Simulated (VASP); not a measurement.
# Ir (P6/mmm) in VASP: a series of runs, part 2 of 2

VASP 6.6.1. The steps go on from the part before.

## 3. Single point, PBE

This run uses another cell than the first one, of 15.85 Å³/atom, 1.090 times its volume.

Contents of INCAR:

```
PREC = Accurate
ENCUT = 520
EDIFF = 1E-6
ISMEAR = 0
SIGMA = 0.1
LREAL = False
LASPH = True
NELM = 80
ALGO = Normal
ISIF = 2
LWAVE = False
LCHARG = True
GGA = PE
LELF = True
LVHAR = True
NBANDS = 10
```

Contents of KPOINTS:

```
Automatic mesh
0
Gamma
  9 9 8
```

Contents of POSCAR:

```
Ir
1.0
    2.6533808752      0.0000000000      0.0000000000
   -1.3266904376      2.2978952438      0.0000000000
    0.0000000000      0.0000000000      2.5995200234
Ir
1
Direct
    0.0000000000      0.0000000000      0.0000000000
```

Potentials or basis: VASP PAW PBE potentials, release 64 (Ir).

Command:

```console
$ cat potpaw_PBE.64/Ir/POTCAR > POTCAR
$ mpirun -np 1 vasp_std > vasp.out
```

OUTCAR:

```text
PREC = Accurate
   ENCUT = 520
   EDIFF = 1E-6
   ISMEAR = 0
   LREAL = False
   LASPH = True
   NELM = 80
   ISIF = 2
   GGA = PE

 ion  position               nearest neighbor table
   1  0.000  0.000  0.000-

  LATTYP: Found a hexagonal cell.
 ALAT       =     2.6533808752
 C/A-ratio  =     0.9797010477

  Lattice vectors:

 A1 = (   2.6533808752,   0.0000000000,   0.0000000000)
 A2 = (  -1.3266904376,   2.2978952438,   0.0000000000)
 A3 = (   0.0000000000,   0.0000000000,   2.5995200234)

Analysis of symmetry for initial positions (statically):
=====================================================================
 Subroutine PRICEL returns:
 Original cell was already a primitive cell.

 Routine SETGRP: Setting up the symmetry group for a
 hexagonal supercell.

 Subroutine GETGRP returns: Found 24 space group operations
 (whereof 24 operations were pure point group operations)
 out of a pool of 24 trial point group operations.

The static configuration has the point symmetry D_6h.

Analysis of symmetry for dynamics (positions and initial velocities):
=====================================================================
 Subroutine PRICEL returns:
 Original cell was already a primitive cell.

 Routine SETGRP: Setting up the symmetry group for a
 hexagonal supercell.

 Subroutine GETGRP returns: Found 24 space group operations
 (whereof 24 operations were pure point group operations)
 out of a pool of 24 trial point group operations.

The dynamic configuration has the point symmetry D_6h.

 Subroutine INISYM returns: Found 24 space group operations
 (whereof 24 operations are pure point group operations),
 and found     1 'primitive' translations

----------------------------------------------------------------------------------------

                                     Primitive cell

  volume of cell :      15.8498

[... 105 lines left out ...]
     AMIX     =   0.40;   BMIX     =  1.00
     AMIX_MAG =   1.60;   BMIX_MAG =  1.00
  volume/ion in A,a.u.               =      15.85       106.96
  Fermi-wavevector in a.u.,A,eV,Ry     =   1.355651  2.561810 25.004658  1.837791
  Thomas-Fermi vector in A             =   2.482721
   LORBIT       =      0    0 simple, 1 ext, 2 COOP (PROOUT), +10 PAW based schemes
   GGA     = PE    functional components
   LHFCALC =     F    Hartree Fock is set to
   AEXX    =    0.0000 exact exchange contribution
   IVDW    =     0    specifies the selected vdW correction
   LEPSILON=     F    determine dielectric tensor
   LRPA    =     F    only Hartree local field effects (RPA)
 non-spin polarized calculation
 Gauss-broadening in eV      SIGMA  =   0.10
  energy-cutoff  :      520.00
  volume of cell :       15.85
 maximum number of plane-waves:       444
 NGX is ok and might be reduce to    20
   NGX =  9   NGY =  9   NGZ =  9

 number of electron       9.0000000 magnetization

 Free energy of the ion-electron system (eV)
  ---------------------------------------------------
  ext. energy  EPLUGINS =         0.00000000
  ---------------------------------------------------
  free energy    TOTEN  =        -8.32235705 eV

  energy without entropy =       -8.31851679  energy(sigma->0) =       -8.32043692

 E-fermi :   8.3855     XC(G=0): -13.2185

 val. band max:        8.3501917965   @ k =   0.2222   0.1111   0.0000
 cond. band min:       8.4091848273   @ k =   0.0000   0.0000   0.2500
 fundamental gap:      0.0589930308
 Fermi energy:         8.3854527330

 k-point     1 :       0.0000    0.0000    0.0000
  band No.  band energies     occupation
      1      -1.3503      2.00000
      2       2.2199      2.00000
      3       5.2459      2.00000
      4       5.2459      2.00000
      5       9.6695      0.00000
      6       9.6695      0.00000
      7      22.8989      0.00000
      8      23.6920      0.00000
      9      30.3161      0.00000
     10      30.3161      0.00000
[... 287 lines left out ...]
 k-point    24 :       0.3333    0.3333    0.1250
  band No.  band energies     occupation
      1       4.2154      2.00000
      2       4.4025      2.00000
      3       4.4025      2.00000
      4       6.9051      2.00000
      5       6.9051      2.00000
      6      14.0763      0.00000
      7      16.5405      0.00000
      8      16.5405      0.00000
      9      29.4682      0.00000
     10      29.4682      0.00000

 [... further k-points ...]
[... 5 lines left out ...]
  --------------------------------------------------------------------------------------
  -------------------------------------------------------------------------------------
  Total        0.0247588      0.0247588      0.0184850      0.0000000      0.0000000      0.0000000
  in kB        2.5027488      2.5027488      1.8685550      0.0000000      0.0000000      0.0000000
  external PRESSURE =       2.2913509 kB  Pullay stress =       0.0000000 kB

 VOLUME and BASIS-vectors are now :
 -----------------------------------------------------------------------------
  energy-cutoff  :      520.00
  volume of cell :       15.85
      direct lattice vectors                 reciprocal lattice vectors
     2.653380875  0.000000000  0.000000000     0.376877669  0.217590424  0.000000000
    -1.326690438  2.297895244  0.000000000     0.000000000  0.435180848  0.000000000
     0.000000000  0.000000000  2.599520023     0.000000000  0.000000000  0.384686400

 POSITION                                       TOTAL-FORCE (eV/Angst)
 -----------------------------------------------------------------------------------
      0.00000      0.00000      0.00000        -0.000000      0.000000      0.000000
 -----------------------------------------------------------------------------------
    total drift:                                0.000000      0.000000      0.000000

  FREE ENERGIE OF THE ION-ELECTRON SYSTEM (eV)
  ---------------------------------------------------
  free  energy   TOTEN  =        -8.3223570530 eV

  energy  without entropy=       -8.3185167878  energy(sigma->0) =       -8.32043692
```

OSZICAR:

```text
N       E                     dE             d eps       ncg     rms          rms(c)
DAV:   1     0.470206378671E+02    0.47021E+02   -0.44320E+03  1208   0.819E+02
DAV:   2    -0.786077209323E+01   -0.54881E+02   -0.52137E+02  1210   0.193E+02
DAV:   3    -0.879863572152E+01   -0.93786E+00   -0.93453E+00  1484   0.298E+01
DAV:   4    -0.880634972274E+01   -0.77140E-02   -0.77127E-02  1438   0.254E+00
DAV:   5    -0.880649512367E+01   -0.14540E-03   -0.14539E-03  1438   0.316E-01    0.120E+01
DAV:   6    -0.839386333567E+01    0.41263E+00   -0.82114E-01  1430   0.106E+01    0.480E+00
DAV:   7    -0.832772698003E+01    0.66136E-01   -0.21697E-01  1542   0.500E+00    0.134E+00
DAV:   8    -0.832292150434E+01    0.48055E-02   -0.25958E-03  1320   0.623E-01    0.404E-01
DAV:   9    -0.832235124123E+01    0.57026E-03   -0.57461E-04  1428   0.332E-01    0.201E-02
DAV:  10    -0.832235769198E+01   -0.64508E-05   -0.45784E-06  1528   0.198E-02    0.832E-03
DAV:  11    -0.832235705296E+01    0.63902E-06   -0.16301E-07   742   0.589E-03
   1 F= -.83223571E+01 E0= -.83204369E+01  d E =-.384027E-02
```

Wall time 4.9 s (1 thread of Intel Xeon Platinum 8488C (Sapphire Rapids), shared host); peak memory 0.13 GiB.

What came out:

```yaml
Free_energy: -8.3224 eV
Pressure: 0.2 GPa
```

Levels at points of the mesh, in eV from the Fermi level:
```csv
k point,band 1,band 2,band 3,band 4,band 5,band 6,band 7,band 8,band 9
"(0.00, 0.00, 0.00)",-9.74,-6.17,-3.14,-3.14,1.28,1.28,14.51,15.31,21.93
"(0.00, 0.00, 0.50)",-7.07,-2.63,-2.63,-1.43,-1.02,-1.02,5.41,18.18,21.85
```

Caveat: spin-orbit coupling is left out, which moves the levels of the heavy elements.
